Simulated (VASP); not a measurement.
# CO2 (CO2-I) (Pa-3) in VASP: single point with r2SCAN

Aim: the single point of CO2 (CO2-I) with r2SCAN.

Program: VASP 6.6.1. These are calculated values, not measurements. Logs are shortened: lines on timing, memory, paths and dates and some standing lists are left out, and cuts for length are marked.

### Step 1. The cell of the first run

Symmetry: Pa-3, No. 205, cubic system. The conventional cell has a = 4.654 Å, b = 4.654 Å, c = 4.654 Å, α = 90.00°, β = 90.00°, γ = 90.00°. C (site symmetry -3) has 2 O at 1.15 Å within 1.5 Å. O (site symmetry 3) has 1 C at 1.15 Å within 1.5 Å.

### Step 2. Single point, r2SCAN

POSCAR

```
CO2
1.0
    4.6543914144      0.0000000000      0.0000000000
    0.0000000000      4.6543914144      0.0000000000
    0.0000000000      0.0000000000      4.6543914144
C O
4 8
Direct
    0.0000000000      0.0000000000      0.0000000000
    0.5000000000      0.0000000000      0.5000000000
    0.5000000000      0.5000000000      0.0000000000
    0.0000000000      0.5000000000      0.5000000000
    0.1422951275      0.1422951275      0.1422951275
    0.8577048725      0.8577048725      0.8577048725
    0.3577048725      0.8577048725      0.6422951275
    0.6422951275      0.1422951275      0.3577048725
    0.6422951275      0.3577048725      0.8577048725
    0.3577048725      0.6422951275      0.1422951275
    0.8577048725      0.6422951275      0.3577048725
    0.1422951275      0.3577048725      0.6422951275
```

INCAR.step1

```
PREC = Accurate
ENCUT = 520
ISMEAR = 0
SIGMA = 0.01
LREAL = False
LASPH = True
NELM = 100
NBANDS = 44
GGA = PE
ALGO = Normal
EDIFF = 1E-4
LWAVE = True
LCHARG = False
```

INCAR.step2

```
PREC = Accurate
ENCUT = 520
EDIFF = 1E-7
ISMEAR = 0
SIGMA = 0.01
LREAL = False
LASPH = True
NELM = 100
ALGO = Normal
ISIF = 2
LWAVE = False
LCHARG = False
METAGGA = R2SCAN
LMIXTAU = True
NBANDS = 44
ISTART = 1
```

KPOINTS

```
Automatic mesh
0
Gamma
  4 4 4
```

Potentials or basis: VASP PAW PBE potentials, release 64 (C, O).

Command:

```bash
$ cat potpaw_PBE.64/C/POTCAR potpaw_PBE.64/O/POTCAR > POTCAR
$ cp INCAR.step1 INCAR
$ mpirun -np 1 vasp_std > vasp.out
$ cp INCAR.step2 INCAR
$ mpirun -np 1 vasp_std > vasp.out
```

OUTCAR:

```text
PREC = Accurate
   ENCUT = 520
   EDIFF = 1E-7
   ISMEAR = 0
   LREAL = False
   LASPH = True
   NELM = 100
   ISIF = 2
   METAGGA = R2SCAN
   ISTART = 1

 ion  position               nearest neighbor table
   1  0.000  0.000  0.000-   5 1.15   6 1.15
   2  0.500  0.000  0.500-   7 1.15   8 1.15
   3  0.500  0.500  0.000-   9 1.15  10 1.15
   4  0.000  0.500  0.500-  11 1.15  12 1.15
   5  0.142  0.142  0.142-   1 1.15
   6  0.858  0.858  0.858-   1 1.15
   7  0.358  0.858  0.642-   2 1.15
   8  0.642  0.142  0.358-   2 1.15
   9  0.642  0.358  0.858-   3 1.15
  10  0.358  0.642  0.142-   3 1.15
  11  0.858  0.642  0.358-   4 1.15
  12  0.142  0.358  0.642-   4 1.15

  LATTYP: Found a simple cubic cell.
 ALAT       =     4.6543914144

  Lattice vectors:

 A1 = (   4.6543914144,   0.0000000000,   0.0000000000)
 A2 = (   0.0000000000,   4.6543914144,   0.0000000000)
 A3 = (   0.0000000000,   0.0000000000,   4.6543914144)

Analysis of symmetry for initial positions (statically):
=====================================================================
 Subroutine PRICEL returns:
 Original cell was already a primitive cell.

 Routine SETGRP: Setting up the symmetry group for a
 simple cubic supercell.

 Subroutine GETGRP returns: Found 24 space group operations
 (whereof  6 operations were pure point group operations)
 out of a pool of 48 trial point group operations.

The static configuration has the point symmetry S_6 .
 The point group associated with its full space group is T_h .

Analysis of symmetry for dynamics (positions and initial velocities):
=====================================================================
 Subroutine PRICEL returns:
 Original cell was already a primitive cell.

 Routine SETGRP: Setting up the symmetry group for a
 simple cubic supercell.

 Subroutine GETGRP returns: Found 24 space group operations
 (whereof  6 operations were pure point group operations)
 out of a pool of 48 trial point group operations.

The dynamic configuration has the point symmetry S_6 .
 The point group associated with its full space group is T_h .

 Subroutine INISYM returns: Found 24 space group operations
 (whereof  6 operations are pure point group operations),
 and found     1 'primitive' translations

----------------------------------------------------------------------------------------

                                     Primitive cell

  volume of cell :     100.8298

  direct lattice vectors                    reciprocal lattice vectors
     4.654391414  0.000000000  0.000000000     0.214850860  0.000000000  0.000000000
     0.000000000  4.654391414  0.000000000     0.000000000  0.214850860  0.000000000
     0.000000000  0.000000000  4.654391414     0.000000000  0.000000000  0.214850860

  length of vectors
     4.654391414  4.654391414  4.654391414     0.214850860  0.214850860  0.214850860

  position of ions in fractional coordinates (direct lattice)
     0.000000000  0.000000000  0.000000000
     0.500000000  0.000000000  0.500000000
     0.500000000  0.500000000  0.000000000
     0.000000000  0.500000000  0.500000000
     0.142295127  0.142295127  0.142295127
     0.857704873  0.857704873  0.857704873
     0.357704873  0.857704873  0.642295127
     0.642295127  0.142295127  0.357704873
     0.642295127  0.357704873  0.857704873
     0.357704873  0.642295127  0.142295127
     0.857704873  0.642295127  0.357704873
     0.142295127  0.357704873  0.642295127

  ion indices of the primitive-cell ions
   primitive index   ion index
                 1           1
                 2           2
                 3           3
                 4           4
                 5           5
                 6           6
                 7           7
                 8           8
                 9           9
                10          10
                11          11
                12          12

----------------------------------------------------------------------------------------

 KPOINTS: Automatic mesh

Automatic generation of k-mesh.
 Grid dimensions read from file:
 generate k-points for:    4    4    4

 Generating k-lattice:

  Cartesian coordinates                     Fractional coordinates (reciprocal lattice)
     0.053712715  0.000000000  0.000000000     0.250000000  0.000000000  0.000000000
     0.000000000  0.053712715  0.000000000     0.000000000  0.250000000  0.000000000
     0.000000000  0.000000000  0.053712715     0.000000000  0.000000000  0.250000000

  Length of vectors
     0.053712715  0.053712715  0.053712715

  Shift w.r.t. Gamma in fractional coordinates (k-lattice)
     0.000000000  0.000000000  0.000000000

 Subroutine IBZKPT returns following result:
 ===========================================

 Found     11 irreducible k-points:

 Following reciprocal coordinates:
            Coordinates               Weight
  0.000000  0.000000  0.000000      1.000000
  0.250000  0.000000  0.000000      6.000000
  0.500000  0.000000  0.000000      3.000000
  0.250000  0.250000  0.000000     12.000000
  0.500000  0.250000  0.000000      6.000000
 -0.250000  0.500000  0.000000      6.000000
  0.500000  0.500000  0.000000      3.000000
  0.250000  0.250000  0.250000      8.000000
  0.500000  0.250000  0.250000     12.000000
  0.500000  0.500000  0.250000      6.000000
  0.500000  0.500000  0.500000      1.000000
   k-points           NKPTS =     11   k-points in BZ     NKDIM =     11   number of bands    NBANDS=     44
   number of dos      NEDOS =    301   number of ions     NIONS =     12
   total plane-waves  NPLWV =  46656
   dimension x,y,z NGX =    36 NGY =   36 NGZ =   36
   dimension x,y,z NGXF=    72 NGYF=   72 NGZF=   72
   ions per type =               4   8
   NGX,Y,Z   is equivalent  to a cutoff of  12.86, 12.86, 12.86 a.u.
   NGXF,Y,Z  is equivalent  to a cutoff of  25.72, 25.72, 25.72 a.u.
 SYSTEM =  unknown system
   PREC   = accura    normal or accurate (medium, high low for compatibility)
   ISTART =      1    job   : 0-new  1-cont  2-samecut
   ICHARG =      0    charge: 1-file 2-atom 10-const
   ISPIN  =      1    spin polarized calculation?
   LNONCOLLINEAR =      F non collinear calculations
   LSORBIT =      F    spin-orbit coupling
   LASPH  =      T    aspherical Exc in radial PAW
   ENCUT  =  520.0 eV  38.22 Ry    6.18 a.u.   8.65  8.65  8.65*2*pi/ulx,y,z
   NELM   =    100;   NELMIN=  2; NELMDL=  0     # of ELM steps
   EDIFF  = 0.1E-06   stopping-criterion for ELM
   LREAL  =      F    real-space projection
   EDIFFG = 0.1E-05   stopping-criterion for IOM
   NSW    =      0    number of steps for IOM
   IBRION =     -1    ionic relax: 0-MD 1-quasi-New 2-CG
   NFREE  =      0    steps in history (QN), initial steepest desc. (CG)
   ISIF   =      2    stress and relaxation
   ISYM   =      2    0-nonsym 1-usesym 2-fastsym
   POTIM  = 0.5000    time-step for ionic-motion
   TEBEG  =    0.0;   TEEND  =   0.0 temperature during run
   PSTRESS=    0.0 pullay stress
   NELECT =      64.0000    total number of electrons
   NUPDOWN=      -1.0000    fix difference up-down
   EMIN   =  10.00;   EMAX   =-10.00  energy-range for DOS
   EFERMI =   0.00;   METHOD = LEGACY
   ISMEAR =     0;   SIGMA  =   0.01  broadening in eV -4-tet -1-fermi 0-gaus
   EFERMI_NEDOS =   21; number of points for ismear=-14 and -15
   IALGO  =     38    algorithm
   IMIX   =      4    mixing-type and parameters
     AMIX     =   0.40;   BMIX     =  1.00
     AMIX_MAG =   1.60;   BMIX_MAG =  1.00
  volume/ion in A,a.u.               =       8.40        56.70
  Fermi-wavevector in a.u.,A,eV,Ry     =   1.406928  2.658709 26.932009  1.979447
  Thomas-Fermi vector in A             =   2.529239
   LORBIT       =      0    0 simple, 1 ext, 2 COOP (PROOUT), +10 PAW based schemes
   METAGGA = R2SCAN    functional components
   LHFCALC =     F    Hartree Fock is set to
   AEXX    =    0.0000 exact exchange contribution
   IVDW    =     0    specifies the selected vdW correction
   LEPSILON=     F    determine dielectric tensor
   LRPA    =     F    only Hartree local field effects (RPA)
 non-spin polarized calculation
 Gauss-broadening in eV      SIGMA  =   0.01
  energy-cutoff  :      520.00
  volume of cell :      100.83
 maximum number of plane-waves:      2800
 NGX is ok and might be reduce to    36
   NGX = 17   NGY = 17   NGZ = 17

 number of electron      63.9999998 magnetization

 Free energy of the ion-electron system (eV)
  ---------------------------------------------------
  ext. energy  EPLUGINS =         0.00000000
  ---------------------------------------------------
  free energy    TOTEN  =       -99.45204152 eV

  energy without entropy =      -99.45204152  energy(sigma->0) =      -99.45204152

 E-fermi :   0.5690     XC(G=0): -11.5263

 val. band max:        0.5190062611   @ k =   0.0000   0.0000   0.0000
 cond. band min:       8.1461386758   @ k =   0.5000   0.2500   0.2500
 fundamental gap:      7.6271324147
 Fermi energy:         0.5689781892

 k-point     1 :       0.0000    0.0000    0.0000
  band No.  band energies     occupation
      1     -23.0671      2.00000
      2     -21.7652      2.00000
      3     -21.7652      2.00000
      4     -21.7652      2.00000
      5     -21.1254      2.00000
      6     -21.1254      2.00000
[... 36 lines left out ...]
     43      14.0212      0.00000
     44      14.0212      0.00000

 k-point     2 :       0.2500    0.0000    0.0000
  band No.  band energies     occupation
      1     -22.9225      2.00000
      2     -22.0457      2.00000
      3     -21.7658      2.00000
      4     -21.7652      2.00000
      5     -21.0885      2.00000
      6     -21.0637      2.00000
[... 415 lines left out ...]
 k-point    11 :       0.5000    0.5000    0.5000
  band No.  band energies     occupation
      1     -22.1020      2.00000
      2     -22.1020      2.00000
      3     -22.1020      2.00000
      4     -22.1020      2.00000
      5     -21.0489      2.00000
      6     -21.0489      2.00000
[... 36 lines left out ...]
     43      12.6935      0.00000
     44      12.6935      0.00000

------------------------ aborting loop because EDIFF is reached ----------------------------------------

  FORCE on cell =-STRESS in cart. coord.  units (eV):
  Direction    XX          YY          ZZ          XY          YZ          ZX
  --------------------------------------------------------------------------------------
  -------------------------------------------------------------------------------------
  Total       21.0874148     21.0874148     21.0874148     -0.0000000      0.0000000     -0.0000000
  in kB      335.0774597    335.0774597    335.0774597     -0.0000000      0.0000000     -0.0000000
  external PRESSURE =     335.0774597 kB  Pullay stress =       0.0000000 kB

 VOLUME and BASIS-vectors are now :
 -----------------------------------------------------------------------------
  energy-cutoff  :      520.00
  volume of cell :      100.83
      direct lattice vectors                 reciprocal lattice vectors
     4.654391414  0.000000000  0.000000000     0.214850860  0.000000000  0.000000000
     0.000000000  4.654391414  0.000000000     0.000000000  0.214850860  0.000000000
     0.000000000  0.000000000  4.654391414     0.000000000  0.000000000  0.214850860

 POSITION                                       TOTAL-FORCE (eV/Angst)
 -----------------------------------------------------------------------------------
      0.00000      0.00000      0.00000         0.000000      0.000000     -0.000000
      2.32720      0.00000      2.32720         0.000000      0.000000     -0.000000
      2.32720      2.32720      0.00000         0.000000      0.000000     -0.000000
      0.00000      2.32720      2.32720         0.000000      0.000000     -0.000000
      0.66230      0.66230      0.66230         0.500351      0.500351      0.500351
      3.99209      3.99209      3.99209        -0.500351     -0.500351     -0.500351
      1.66490      3.99209      2.98949        -0.500351     -0.500351      0.500351
      2.98949      0.66230      1.66490         0.500351      0.500351     -0.500351
      2.98949      1.66490      3.99209         0.500351     -0.500351     -0.500351
      1.66490      2.98949      0.66230        -0.500351      0.500351      0.500351
      3.99209      2.98949      1.66490        -0.500351      0.500351     -0.500351
      0.66230      1.66490      2.98949         0.500351     -0.500351      0.500351
 -----------------------------------------------------------------------------------
    total drift:                                0.000000      0.000000      0.000000

  FREE ENERGIE OF THE ION-ELECTRON SYSTEM (eV)
  ---------------------------------------------------
  free  energy   TOTEN  =       -99.4520415174 eV

  energy  without entropy=      -99.4520415174  energy(sigma->0) =      -99.45204152
```

It took 76 s on 1 thread of Intel Xeon 6975P-C (Granite Rapids), shared host; peak memory 0.21 GiB.

Results:

* Free energy: -99.4520 eV
* Pressure: 33.5 GPa
* Largest force: 0.867 eV/Å
* Band gap on the k mesh: 7.63 eV, indirect (least direct gap 7.80 eV)

Forces on the atoms (eV/Å):
```
C    0.000  0.000  0.000
C    0.000  0.000  0.000
C    0.000  0.000  0.000
C    0.000  0.000  0.000
O    0.500  0.500  0.500
O   -0.500 -0.500 -0.500
O   -0.500 -0.500  0.500
O    0.500  0.500 -0.500
O    0.500 -0.500 -0.500
O   -0.500  0.500  0.500
O   -0.500  0.500 -0.500
O    0.500 -0.500  0.500
```

Levels at points of the mesh, in eV from the valence-band top:
| k point | band 30 | band 31 | band 32 | band 33 | band 34 | band 35 |
| --- | --- | --- | --- | --- | --- | --- |
| (0.00, 0.00, 0.00) | -0.68 | 0.00 | 0.00 | 7.92 | 7.92 | 7.92 |
| (0.50, 0.00, 0.00) | -0.93 | -0.14 | -0.14 | 7.88 | 7.88 | 8.47 |
| (0.50, 0.50, 0.00) | -0.76 | -0.76 | -0.76 | 7.88 | 7.88 | 7.88 |
| (0.50, 0.50, 0.50) | -1.00 | -1.00 | -1.00 | 7.71 | 7.71 | 7.71 |

Caveat: the PAW data sets were made with another functional, which shifts forces and pressure a little. A k mesh can miss the band edges.
